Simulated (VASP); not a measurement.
Wanted: the native input for a VASP 6.6.1 run.

* Task: single point
* Functional: LDA
* Potentials or basis: VASP PAW LDA potentials, release 64 (In_d, O)
* Cutoff: 520 eV
* k mesh: 6 × 6 × 6
* Occupations: fermi-dirac, width 0.05 eV
* Spin: no spin polarisation
* Dipole correction: no
* Further INCAR settings: ALGO = Normal; EDIFF = 1e-07; NBANDS = 55

The structure of In2O3 lies in POSCAR:

```
In2O3
1.0
    2.7435000000      1.5839604635      4.8366666667
   -2.7435000000      1.5839604635      4.8366666667
    0.0000000000     -3.1679209270      4.8366666667
In O
4 6
Direct
    0.8573100000      0.8573100000      0.8573100000
    0.6426900000      0.6426900000      0.6426900000
    0.1426900000      0.1426900000      0.1426900000
    0.3573100000      0.3573100000      0.3573100000
    0.0480000000      0.7500000000      0.4520000000
    0.7500000000      0.4520000000      0.0480000000
    0.4520000000      0.0480000000      0.7500000000
    0.9520000000      0.2500000000      0.5480000000
    0.2500000000      0.5480000000      0.9520000000
    0.5480000000      0.9520000000      0.2500000000
```

One way to write it, as run:

INCAR

```
SYSTEM = In2O3
  ALGO = Normal
  EDIFF = 1E-7
  ENCUT = 520
  GGA = CA
  ISIF = 2
  ISMEAR = -1
  LASPH = .True.
  LCHARG = .True.
  LELF = .True.
  LREAL = .False.
  LVHAR = .True.
  LWAVE = .False.
  NBANDS = 55
  NELM = 60
  PREC = Accurate
  SIGMA = 0.05
```

KPOINTS

```
k-points
0
Gamma
  6 6 6
  0 0 0
```

Potentials or basis: VASP PAW LDA potentials, release 64 (In_d, O).

The run is started by

```console
$ cat potpaw_LDA.64/In_d/POTCAR potpaw_LDA.64/O/POTCAR > POTCAR
$ mpirun -np 1 vasp_std > vasp.out
```

It gave:

The pressure is -2.5 GPa and the largest force is 0.174 eV/Å. The band gap on the k mesh is 1.20 eV, indirect (least direct gap 1.25 eV).

Caveat: spin-orbit coupling is left out, which moves the levels of the heavy elements.

It took 5.4 min on 1 thread of Intel(R) Xeon(R) Platinum 8488C (Sapphire Rapids), on a shared host, peak memory 0.34 GiB.
